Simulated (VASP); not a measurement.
# Bi (Im-3m) in VASP: notebook

Runs on Bi. Level: LDA. Tasks: single point, relaxation of cell and atoms.

Program: VASP 6.6.1. These are calculated values, not measurements. Logs are shortened: lines on timing, memory, paths and dates and some standing lists are left out, and cuts for length are marked.

## 1. The cell of the first run

The structure is cubic, space group Im-3m (No. 229). Conventional cell: a = 3.889 Å, b = 3.889 Å, c = 3.889 Å, α = 90.00°, β = 90.00°, γ = 90.00°. Bi (site symmetry m-3m) has 14 Bi at 3.37 to 3.89 Å within 4.4 Å.

## 2. Single point, LDA

INCAR

```
SYSTEM = Bi
ALGO = Normal
EDIFF = 1E-7
ENCUT = 520
GGA = CA
ISIF = 2
ISMEAR = -1
LASPH = .True.
LCHARG = .True.
LELF = .True.
LREAL = .False.
LVHAR = .True.
LWAVE = .False.
NBANDS = 14
NELM = 80
PREC = Accurate
SIGMA = 0.1
```

KPOINTS

```
k-points
0
Gamma
  13 13 13
  0 0 0
```

POSCAR

```
Bi
1.0
   -1.9443099529      1.9443099529      1.9443099529
    1.9443099529     -1.9443099529      1.9443099529
    1.9443099529      1.9443099529     -1.9443099529
Bi
1
Direct
    0.0000000000      0.0000000000      0.0000000000
```

Potentials or basis: VASP PAW LDA potentials, release 64 (Bi_d).

The run is started by

```sh
$ cat potpaw_LDA.64/Bi_d/POTCAR > POTCAR
$ mpirun -np 1 vasp_std > vasp.out
```

OUTCAR:

```text
SYSTEM = Bi
   EDIFF = 1E-7
   ENCUT = 520
   GGA = CA
   ISIF = 2
   ISMEAR = -1
   LASPH = .True.
   LREAL = .False.
   NELM = 80
   PREC = Accurate

 ion  position               nearest neighbor table
   1  0.000  0.000  0.000-

  LATTYP: Found a body centered cubic cell.
 ALAT       =     3.8886199058

  Lattice vectors:

 A1 = (  -1.9443099529,   1.9443099529,   1.9443099529)
 A2 = (   1.9443099529,  -1.9443099529,   1.9443099529)
 A3 = (   1.9443099529,   1.9443099529,  -1.9443099529)

Analysis of symmetry for initial positions (statically):
=====================================================================
 Subroutine PRICEL returns:
 Original cell was already a primitive cell.

 Routine SETGRP: Setting up the symmetry group for a
 body centered cubic supercell.

 Subroutine GETGRP returns: Found 48 space group operations
 (whereof 48 operations were pure point group operations)
 out of a pool of 48 trial point group operations.

The static configuration has the point symmetry O_h .

Analysis of symmetry for dynamics (positions and initial velocities):
=====================================================================
 Subroutine PRICEL returns:
 Original cell was already a primitive cell.

 Routine SETGRP: Setting up the symmetry group for a
 body centered cubic supercell.

 Subroutine GETGRP returns: Found 48 space group operations
 (whereof 48 operations were pure point group operations)
 out of a pool of 48 trial point group operations.

The dynamic configuration has the point symmetry O_h .

 Subroutine INISYM returns: Found 48 space group operations
 (whereof 48 operations are pure point group operations),
 and found     1 'primitive' translations

----------------------------------------------------------------------------------------

                                     Primitive cell

  volume of cell :      29.4006

  direct lattice vectors                    reciprocal lattice vectors
    -1.944309953  1.944309953  1.944309953     0.000000000  0.257160644  0.257160644
     1.944309953 -1.944309953  1.944309953     0.257160644  0.000000000  0.257160644
     1.944309953  1.944309953 -1.944309953     0.257160644  0.257160644  0.000000000

  length of vectors
     3.367643624  3.367643624  3.367643624     0.363680071  0.363680071  0.363680071

  position of ions in fractional coordinates (direct lattice)
     0.000000000  0.000000000  0.000000000

  ion indices of the primitive-cell ions
   primitive index   ion index
                 1           1

----------------------------------------------------------------------------------------

 KPOINTS: k-points

Automatic generation of k-mesh.
 Grid dimensions read from file:
 generate k-points for:   13   13   13

 Generating k-lattice:

  Cartesian coordinates                     Fractional coordinates (reciprocal lattice)
     0.000000000  0.019781588  0.019781588     0.076923077  0.000000000  0.000000000
     0.019781588  0.000000000  0.019781588     0.000000000  0.076923077  0.000000000
     0.019781588  0.019781588  0.000000000     0.000000000  0.000000000  0.076923077

  Length of vectors
     0.027975390  0.027975390  0.027975390

  Shift w.r.t. Gamma in fractional coordinates (k-lattice)
     0.000000000  0.000000000  0.000000000

 Subroutine IBZKPT returns following result:
 ===========================================

 Found     84 irreducible k-points:

 Following reciprocal coordinates:
            Coordinates               Weight
  0.000000  0.000000  0.000000      1.000000
  0.076923  0.000000  0.000000     12.000000
  0.153846  0.000000  0.000000     12.000000
  0.230769  0.000000  0.000000     12.000000
  0.307692  0.000000  0.000000     12.000000
  0.384615  0.000000  0.000000     12.000000
[... 16 lines left out ...]
  0.153846  0.076923  0.076923     24.000000
  0.230769  0.076923  0.076923     24.000000
 [... further k-points ...]
   k-points           NKPTS =     84   k-points in BZ     NKDIM =     84   number of bands    NBANDS=     14
   number of dos      NEDOS =    301   number of ions     NIONS =      1
   total plane-waves  NPLWV =  21952
   dimension x,y,z NGX =    28 NGY =   28 NGZ =   28
   dimension x,y,z NGXF=    56 NGYF=   56 NGZF=   56
   ions per type =               1
   NGX,Y,Z   is equivalent  to a cutoff of  13.82, 13.82, 13.82 a.u.
   NGXF,Y,Z  is equivalent  to a cutoff of  27.64, 27.64, 27.64 a.u.
 SYSTEM =  Bi
   PREC   = accura    normal or accurate (medium, high low for compatibility)
   ISTART =      0    job   : 0-new  1-cont  2-samecut
   ICHARG =      2    charge: 1-file 2-atom 10-const
   ISPIN  =      1    spin polarized calculation?
   LNONCOLLINEAR =      F non collinear calculations
   LSORBIT =      F    spin-orbit coupling
   LASPH  =      T    aspherical Exc in radial PAW
   ENCUT  =  520.0 eV  38.22 Ry    6.18 a.u.   6.26  6.26  6.26*2*pi/ulx,y,z
   NELM   =     80;   NELMIN=  2; NELMDL= -5     # of ELM steps
   EDIFF  = 0.1E-06   stopping-criterion for ELM
   LREAL  =      F    real-space projection
   EDIFFG = 0.1E-05   stopping-criterion for IOM
   NSW    =      0    number of steps for IOM
   IBRION =     -1    ionic relax: 0-MD 1-quasi-New 2-CG
   NFREE  =      0    steps in history (QN), initial steepest desc. (CG)
   ISIF   =      2    stress and relaxation
   ISYM   =      2    0-nonsym 1-usesym 2-fastsym
   POTIM  = 0.5000    time-step for ionic-motion
   TEBEG  =    0.0;   TEEND  =   0.0 temperature during run
   PSTRESS=    0.0 pullay stress
   NELECT =      15.0000    total number of electrons
   NUPDOWN=      -1.0000    fix difference up-down
   EMIN   =  10.00;   EMAX   =-10.00  energy-range for DOS
   EFERMI =   0.00;   METHOD = LEGACY
   ISMEAR =    -1;   SIGMA  =   0.10  broadening in eV -4-tet -1-fermi 0-gaus
   EFERMI_NEDOS =   21; number of points for ismear=-14 and -15
   IALGO  =     38    algorithm
   IMIX   =      4    mixing-type and parameters
     AMIX     =   0.40;   BMIX     =  1.00
     AMIX_MAG =   1.60;   BMIX_MAG =  1.00
  volume/ion in A,a.u.               =      29.40       198.41
  Fermi-wavevector in a.u.,A,eV,Ry     =   1.308137  2.472020 23.282579  1.711221
  Thomas-Fermi vector in A             =   2.438824
   LORBIT       =      0    0 simple, 1 ext, 2 COOP (PROOUT), +10 PAW based schemes
   GGA     = CA    functional components
   LHFCALC =     F    Hartree Fock is set to
   AEXX    =    0.0000 exact exchange contribution
   IVDW    =     0    specifies the selected vdW correction
   LEPSILON=     F    determine dielectric tensor
   LRPA    =     F    only Hartree local field effects (RPA)
 non-spin polarized calculation
  energy-cutoff  :      520.00
  volume of cell :       29.40
 maximum number of plane-waves:       806
 NGX is ok and might be reduce to    28
   NGX = 13   NGY = 13   NGZ = 13

 number of electron      15.0000005 magnetization

 Free energy of the ion-electron system (eV)
  ---------------------------------------------------
  ext. energy  EPLUGINS =         0.00000000
  ---------------------------------------------------
  free energy    TOTEN  =        -4.47822765 eV

  energy without entropy =       -4.45548827  energy(sigma->0) =       -4.46685796

 E-fermi :   8.3554     XC(G=0): -10.8025

 val. band max:        8.3063713261   @ k =  -0.2308   0.2308   0.1538
 cond. band min:       8.3557792668   @ k =   0.3077   0.1538   0.1538
 fundamental gap:      0.0494079407
 Fermi energy:         8.3553699724

 k-point     1 :       0.0000    0.0000    0.0000
  band No.  band energies     occupation
      1     -14.6133      2.00000
      2     -14.6133      2.00000
      3     -14.6133      2.00000
      4     -14.4552      2.00000
      5     -14.4552      2.00000
      6      -5.5346      2.00000
      7      13.8739      0.00000
      8      13.8739      0.00000
      9      13.8739      0.00000
     10      18.3961      0.00000
     11      18.9344      0.00000
     12      18.9344      0.00000
     13      18.9344      0.00000
     14      20.4967      0.00000

 k-point     2 :       0.0769    0.0000    0.0000
  band No.  band energies     occupation
      1     -14.6161      2.00000
      2     -14.6086      2.00000
      3     -14.5989      2.00000
      4     -14.4585      2.00000
      5     -14.4557      2.00000
      6      -5.4191      2.00000
      7      12.7132      0.00000
      8      13.5123      0.00000
      9      13.7605      0.00000
     10      17.9594      0.00000
     11      18.4504      0.00000
     12      18.7820      0.00000
     13      19.2567      0.00000
     14      20.9881      0.00000

 k-point     3 :       0.1538    0.0000    0.0000
  band No.  band energies     occupation
      1     -14.6239      2.00000
      2     -14.5968      2.00000
      3     -14.5589      2.00000
      4     -14.4668      2.00000
      5     -14.4572      2.00000
      6      -5.0751      2.00000
      7      10.5229      0.00000
      8      12.6862      0.00000
      9      13.4389      0.00000
     10      16.8046      0.00000
     11      17.7322      0.00000
     12      18.7082      0.00000
     13      20.2842      0.00000
     14      22.2206      0.00000

 k-point     4 :       0.2308    0.0000    0.0000
  band No.  band energies     occupation
      1     -14.6350      2.00000
      2     -14.5846      2.00000
      3     -14.5019      2.00000
      4     -14.4748      2.00000
      5     -14.4591      2.00000
      6      -4.5138      2.00000
      7       8.2278      1.56347
      8      11.7679      0.00000
      9      12.9913      0.00000
     10      15.9166      0.00000
     11      17.1222      0.00000
     12      18.9949      0.00000
     13      20.8290      0.00000
     14      23.7347      0.00000

 k-point     5 :       0.3077    0.0000    0.0000
  band No.  band energies     occupation
      1     -14.6467      2.00000
      2     -14.5799      2.00000
      3     -14.4761      2.00000
      4     -14.4611      2.00000
      5     -14.4406      2.00000
      6      -3.7679      2.00000
      7       6.0976      2.00000
      8      10.9671      0.00000
      9      12.5431      0.00000
     10      15.2838      0.00000
     11      16.6623      0.00000
[... 276 lines left out ...]
 k-point    22 :       0.0769    0.0769    0.0769
  band No.  band energies     occupation
      1     -14.6147      2.00000
      2     -14.6147      2.00000
      3     -14.5273      2.00000
      4     -14.4635      2.00000
      5     -14.4635      2.00000
      6      -4.8489      2.00000
      7       9.6183      0.00001
      8      12.3308      0.00000
      9      12.3308      0.00000
     10      17.8202      0.00000
     11      17.8202      0.00000
     12      19.6085      0.00000
     13      19.7317      0.00000
     14      21.3007      0.00000

 k-point    23 :       0.1538    0.0769    0.0769
  band No.  band energies     occupation
      1     -14.6254      2.00000
      2     -14.6012      2.00000
      3     -14.4805      2.00000
      4     -14.4702      2.00000
      5     -14.4628      2.00000
      6      -4.2966      2.00000
      7       7.8526      1.98698
      8      10.9263      0.00000
      9      11.7038      0.00000
     10      17.6355      0.00000
     11      18.1385      0.00000
     12      19.7389      0.00000
     13      20.5636      0.00000
     14      21.9169      0.00000

 k-point    24 :       0.2308    0.0769    0.0769
  band No.  band energies     occupation
      1     -14.6360      2.00000
      2     -14.5861      2.00000
      3     -14.4746      2.00000
      4     -14.4627      2.00000
      5     -14.4345      2.00000
      6      -3.5696      2.00000
      7       6.0576      2.00000
      8       9.8194      0.00000
      9      11.1608      0.00000
     10      17.1637      0.00000
     11      18.2186      0.00000
     12      20.0364      0.00000
     13      21.3787      0.00000
     14      23.4738      0.00000

 [... further k-points ...]

------------------------ aborting loop because EDIFF is reached ----------------------------------------

  FORCE on cell =-STRESS in cart. coord.  units (eV):
  Direction    XX          YY          ZZ          XY          YZ          ZX
  --------------------------------------------------------------------------------------
  -------------------------------------------------------------------------------------
  Total        0.0121130      0.0121130      0.0121130      0.0000000     -0.0000000      0.0000000
  in kB        0.6600939      0.6600939      0.6600939      0.0000000     -0.0000000      0.0000000
  external PRESSURE =       0.6600939 kB  Pullay stress =       0.0000000 kB

 VOLUME and BASIS-vectors are now :
 -----------------------------------------------------------------------------
  energy-cutoff  :      520.00
  volume of cell :       29.40
      direct lattice vectors                 reciprocal lattice vectors
    -1.944309953  1.944309953  1.944309953     0.000000000  0.257160644  0.257160644
     1.944309953 -1.944309953  1.944309953     0.257160644  0.000000000  0.257160644
     1.944309953  1.944309953 -1.944309953     0.257160644  0.257160644  0.000000000

 POSITION                                       TOTAL-FORCE (eV/Angst)
 -----------------------------------------------------------------------------------
      0.00000      0.00000      0.00000         0.000000     -0.000000     -0.000000
 -----------------------------------------------------------------------------------
    total drift:                               -0.000000     -0.000000     -0.000000

  FREE ENERGIE OF THE ION-ELECTRON SYSTEM (eV)
  ---------------------------------------------------
  free  energy   TOTEN  =        -4.4782276468 eV

  energy  without entropy=       -4.4554882715  energy(sigma->0) =       -4.46685796
```

Run time: 13 s. Hardware: 1 thread of Intel Xeon 6975P-C (Granite Rapids), shared host; peak memory 0.15 GiB.

Results:

```
Free energy : -4.4782 eV
Pressure    : 0.1 GPa
```

Levels at points of the mesh, in eV from the Fermi level:
```
           k point  band 5  band 6  band 7  band 8  band 9  band 10
(0.00, 0.00, 0.00)  -22.81  -13.89    5.52    5.52    5.52    10.04
```

Caveat: spin-orbit coupling is left out, which moves the levels of the heavy elements.

## 3. Single point, LDA (volume scaled by 1.04)

INCAR

```
SYSTEM = Bi
PREC = Accurate
ENCUT = 520
EDIFF = 1E-7
ISMEAR = -1
SIGMA = 0.1
LREAL = .False.
LASPH = .True.
NELM = 60
ALGO = Normal
ISIF = 2
LWAVE = .False.
LCHARG = .False.
NBANDS = 14
```

KPOINTS

```
regular mesh
0
Gamma
  13 13 13
  0 0 0
```

POSCAR

```
Bi
1.0
   -1.9698959127      1.9698959127      1.9698959127
    1.9698959127     -1.9698959127      1.9698959127
    1.9698959127      1.9698959127     -1.9698959127
Bi
1
Direct
    0.0000000000      0.0000000000      0.0000000000
```

Potentials or basis: VASP PAW LDA potentials, release 64 (Bi_d).

The run is started by

```sh
$ cat potpaw_LDA.64/Bi_d/POTCAR > POTCAR
$ mpirun -np 1 vasp_std > vasp.out
```

OUTCAR:

```text
SYSTEM = Bi
   PREC = Accurate
   ENCUT = 520
   EDIFF = 1E-7
   ISMEAR = -1
   LREAL = .False.
   LASPH = .True.
   NELM = 60
   ISIF = 2

 ion  position               nearest neighbor table
   1  0.000  0.000  0.000-

  LATTYP: Found a body centered cubic cell.
 ALAT       =     3.9397918254

  Lattice vectors:

 A1 = (  -1.9698959127,   1.9698959127,   1.9698959127)
 A2 = (   1.9698959127,  -1.9698959127,   1.9698959127)
 A3 = (   1.9698959127,   1.9698959127,  -1.9698959127)

Analysis of symmetry for initial positions (statically):
=====================================================================
 Subroutine PRICEL returns:
 Original cell was already a primitive cell.

 Routine SETGRP: Setting up the symmetry group for a
 body centered cubic supercell.

 Subroutine GETGRP returns: Found 48 space group operations
 (whereof 48 operations were pure point group operations)
 out of a pool of 48 trial point group operations.

The static configuration has the point symmetry O_h .

Analysis of symmetry for dynamics (positions and initial velocities):
[... 169 lines left out ...]
      4     -14.9484      2.00000
      5     -14.9484      2.00000
      6      -5.7589      2.00000
      7      13.0704      0.00000
      8      13.0704      0.00000
      9      13.0704      0.00000
     10      17.3537      0.00000
     11      18.4211      0.00000
     12      18.4211      0.00000
     13      18.4211      0.00000
     14      19.7265      0.00000
[... 377 lines left out ...]
      1     -15.1068      2.00000
      2     -15.0621      2.00000
      3     -14.9655      2.00000
      4     -14.9552      2.00000
      5     -14.9294      2.00000
      6      -3.9031      2.00000
      7       5.5867      2.00000
      8       9.2644      0.00000
      9      10.5742      0.00000
     10      16.4330      0.00000
     11      17.4914      0.00000
     12      19.4098      0.00000
     13      20.6052      0.00000
     14      22.6295      0.00000

 [... further k-points ...]

------------------------ aborting loop because EDIFF is reached ----------------------------------------

  FORCE on cell =-STRESS in cart. coord.  units (eV):
  Direction    XX          YY          ZZ          XY          YZ          ZX
  --------------------------------------------------------------------------------------
  -------------------------------------------------------------------------------------
  Total       -0.4255766     -0.4255766     -0.4255766     -0.0000000     -0.0000000      0.0000000
  in kB      -22.2996715    -22.2996715    -22.2996715     -0.0000000     -0.0000000      0.0000000
  external PRESSURE =     -22.2996715 kB  Pullay stress =       0.0000000 kB

 VOLUME and BASIS-vectors are now :
 -----------------------------------------------------------------------------
  energy-cutoff  :      520.00
  volume of cell :       30.58
      direct lattice vectors                 reciprocal lattice vectors
    -1.969895913  1.969895913  1.969895913     0.000000000  0.253820518  0.253820518
     1.969895913 -1.969895913  1.969895913     0.253820518  0.000000000  0.253820518
     1.969895913  1.969895913 -1.969895913     0.253820518  0.253820518  0.000000000

 POSITION                                       TOTAL-FORCE (eV/Angst)
 -----------------------------------------------------------------------------------
      0.00000      0.00000      0.00000        -0.000000      0.000000     -0.000000
 -----------------------------------------------------------------------------------
    total drift:                               -0.000000     -0.000000     -0.000000

  FREE ENERGIE OF THE ION-ELECTRON SYSTEM (eV)
  ---------------------------------------------------
  free  energy   TOTEN  =        -4.4706341375 eV

  energy  without entropy=       -4.4488096537  energy(sigma->0) =       -4.45972190
```

OSZICAR:

```text
N       E                     dE             d eps       ncg     rms          rms(c)
DAV:   1     0.115363821153E+03    0.11536E+03   -0.76233E+03  2384   0.125E+03
DAV:   2     0.242098814390E+01   -0.11294E+03   -0.10919E+03  2544   0.343E+02
DAV:   3    -0.431329248568E+01   -0.67343E+01   -0.67063E+01  2970   0.809E+01
DAV:   4    -0.447256896150E+01   -0.15928E+00   -0.15924E+00  3014   0.131E+01
DAV:   5    -0.447920729412E+01   -0.66383E-02   -0.66382E-02  3484   0.243E+00    0.464E-01
DAV:   6    -0.447266486918E+01    0.65424E-02   -0.79421E-03  3184   0.126E+00    0.266E-01
DAV:   7    -0.447071769123E+01    0.19472E-02   -0.42454E-03  3090   0.891E-01    0.751E-02
DAV:   8    -0.447063302444E+01    0.84667E-04   -0.34686E-04  3096   0.284E-01    0.702E-03
DAV:   9    -0.447063398254E+01   -0.95811E-06   -0.67902E-06  3456   0.292E-02    0.311E-03
DAV:  10    -0.447063413649E+01   -0.15395E-06   -0.38732E-07  3022   0.755E-03    0.222E-04
DAV:  11    -0.447063413746E+01   -0.96429E-09   -0.14206E-08  2112   0.138E-03
   1 F= -.44706341E+01 E0= -.44597219E+01  d E =-.218245E-01
```

Run time: 12 s. Hardware: 1 thread of Intel Xeon 6975P-C (Granite Rapids), shared host; peak memory 0.15 GiB.

What came out:

* Free energy: -4.4706 eV
* Pressure: -2.2 GPa

Caveat: spin-orbit coupling is left out, which moves the levels of the heavy elements.

(Continued in part 2 of 2.)
